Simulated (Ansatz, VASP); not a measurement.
**Zn3Cd2S5: VASP beside Ansatz**

```
Zn Cd S
1.0
    -1.98111    1.98111   14.24050
     1.98111   -1.98111   14.24050
     1.98111    1.98111  -14.24050
Zn Cd S
3 2 5
Direct
  0.59234 0.59234 0.00000
  0.00000 0.00000 0.00000
  0.40766 0.40766 0.00000
  0.80578 0.80578 0.00000
  0.19422 0.19422 0.00000
  0.25000 0.75000 0.50000
  0.63815 0.13815 0.50000
  0.04615 0.54615 0.50000
  0.45385 0.95385 0.50000
  0.86185 0.36185 0.50000
```

Alike in both runs: functional PBE; k mesh 6 × 6 × 6; occupations gaussian, width 0.1 eV; no spin polarisation.

Ansatz relaxed the structure, and its values are those at the end. VASP's run is a single point on that final structure, the one shown.

|  | VASP | Ansatz |
| --- | --- | --- |
| version | VASP 6.6.1 | Ansatz 0.2.0 |
| potentials or method | VASP PAW PBE potentials, release 64 (Zn, Cd, S), cutoff 520 eV | scalar-relativistic, plane waves, PAW |
| valence electrons in the cell | 90 | 106 |

Ansatz gave:

```
gap on the k mesh at the Fermi level (eV) : 1.45
least direct gap on the mesh (eV)         : 1.45
pressure (GPa)                            : 0.0
rms of the force components (eV/Å)        : 0.002
```

Estimate VASP's values.

gap on the k mesh at the Fermi level (eV): 1.45; least direct gap on the mesh (eV): 1.45; pressure (GPa): 0.3; rms of the force components (eV/Å): 0.006.

VASP's potentials hold 90 valence electrons a cell and Ansatz's 106, so a difference there can come from the potentials and not from the codes.
